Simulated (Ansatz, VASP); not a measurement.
BiRuO4 in VASP and in Ansatz

```
CELL_PARAMETERS angstrom
0.00000 3.32521 3.32521
3.32521 0.00000 3.32521
3.32521 3.32521 0.00000
ATOMIC_POSITIONS crystal
Bi 0.25000 0.25000 0.25000
Ru 0.00000 0.00000 0.00000
O 0.12346 0.62551 0.62551
O 0.62551 0.12346 0.62551
O 0.62551 0.62551 0.12346
O 0.62551 0.62551 0.62551
```

Change from the starting cell: species swapped into the HoCdNi4 type (F-43m, No. 216).

Alike in both runs: functional PBE; k mesh 10 × 10 × 10; occupations gaussian, width 0.1 eV; collinear spin.

Ansatz relaxed the structure, and its values are those at the end. VASP's run is a single point on that final structure, the one shown.

|  | VASP | Ansatz |
| --- | --- | --- |
| version | VASP 6.6.1 | Ansatz 0.2.0 |
| potentials or method | VASP PAW PBE potentials, release 64 (Bi_d, Ru_pv, O), cutoff 520 eV | scalar-relativistic, plane waves, PAW |
| valence electrons in the cell | 53 | 55 |

|  | VASP | Ansatz | Ansatz less VASP |
| --- | --- | --- | --- |
| gap on the k mesh at the Fermi level (eV) | none | none | - |
| pressure (GPa) | -9.3 | 0.0 | +9.26 |
| rms of the force components (eV/Å) | 0.026 | 0.000 | -0.0260 |
| net moment per atom (μB) | 0.00 | 1.17 | +1.167 |
| size of the moment on the site where the two differ most (μB) | 0.00 | 2.28 | +2.284 |

The net moments are unlike, so the other rows may belong to different states. Site moments also hang on the region over which each program counts them. A gap of «none» marks a metal or a gap that the smearing closes. VASP's potentials hold 53 valence electrons a cell and Ansatz's 55, so a difference there can come from the potentials and not from the codes.

Neither program's run includes spin-orbit coupling.
